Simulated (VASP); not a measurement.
## WS2 (Tungstenite): relaxation of shape and atoms at fixed volume with PBE+D3(BJ)

Crystal: WS2 (Tungstenite).

```
CELL_PARAMETERS angstrom
3.19576 0.00000 0.00000
-1.59788 2.76761 0.00000
0.00000 0.00000 12.53601
ATOMIC_POSITIONS crystal
W 0.33333 0.66667 0.25000
W 0.66667 0.33333 0.75000
S 0.33333 0.66667 0.62326
S 0.66667 0.33333 0.12326
S 0.33333 0.66667 0.87674
S 0.66667 0.33333 0.37674
```

This cell differs from its parent crystal: volume scaled by 1.06.

```yaml
Program: VASP 6.6.1
Task: relaxation of shape and atoms at fixed volume
Functional: PBE
Dispersion: D3(BJ)
Potentials_or_basis: VASP PAW PBE potentials, release 64 (W_sv, S)
Cutoff: 600 eV
k_mesh: 12 × 12 × 4
Occupations: gaussian, width 0.02 eV
Spin: no spin polarisation
Dipole_correction: no
Further_INCAR_settings: ALGO = Normal; EDIFF = 1e-07; IBRION = 2; EDIFFG = -0.01; NSW = 50; ISIF = 4
```

- Energy gained by relaxing: 5.8 meV/atom
- Ionic steps: 5
- Pressure after relaxing: -2.0 GPa
- Largest force after relaxing: 0.009 eV/Å
- Band gap on the k mesh: 1.14 eV, indirect (least direct gap 1.80 eV)
- Dispersion energy per atom: -0.409 eV

Forces in eV/Å, atoms in the order of the input:
```
W    0.000  0.000  0.000
W    0.000  0.000  0.000
S    0.000  0.000 -0.009
S    0.000  0.000 -0.009
S    0.000  0.000  0.009
S    0.000  0.000  0.009
```

Step by step:
```tsv
step	energy change (eV)	largest force (eV/Å)	pressure (GPa)	volume (Å³)
1	0.0000	0.4796	-5.54	110.88
2	-0.0215	0.0027	-3.29	110.88
3	-0.0215	0.0271	-3.40	110.88
4	-0.0320	0.0078	-2.65	110.88
5	-0.0350	0.0086	-1.96	110.88
```

Final structure:
```
CELL_PARAMETERS angstrom
3.17351 0.00000 0.00000
-1.58675 2.74834 0.00000
0.00000 0.00000 12.71244
ATOMIC_POSITIONS crystal
W 0.33333 0.66667 0.25000
W 0.66667 0.33333 0.75000
S 0.33333 0.66667 0.62632
S 0.66667 0.33333 0.12632
S 0.33333 0.66667 0.87368
S 0.66667 0.33333 0.37368
```

Levels at points of the mesh, in eV from the valence-band top:
```
           k point  band 23  band 24  band 25  band 26  band 27  band 28  band 29  band 30
(0.00, 0.00, 0.00)    -2.11    -1.63    -1.03     0.00     2.37     2.37     2.38     2.38
(0.50, 0.00, 0.00)    -1.85    -1.72    -1.55    -1.42     2.35     2.39     2.69     2.91
(0.00, 0.00, 0.50)    -2.12    -2.12    -0.30    -0.30     2.37     2.37     2.37     2.37
(0.50, 0.00, 0.50)    -1.79    -1.79    -1.48    -1.48     2.37     2.37     2.81     2.81
```

It took 14 min on 1 thread of Intel(R) Xeon(R) Platinum 8488C (Sapphire Rapids), on a shared host, peak memory 0.41 GiB.

Caveat: the cell differs from its parent crystal (volume scaled by 1.06); spin-orbit coupling is left out, which moves the levels of the heavy elements. A k mesh can miss the band edges.
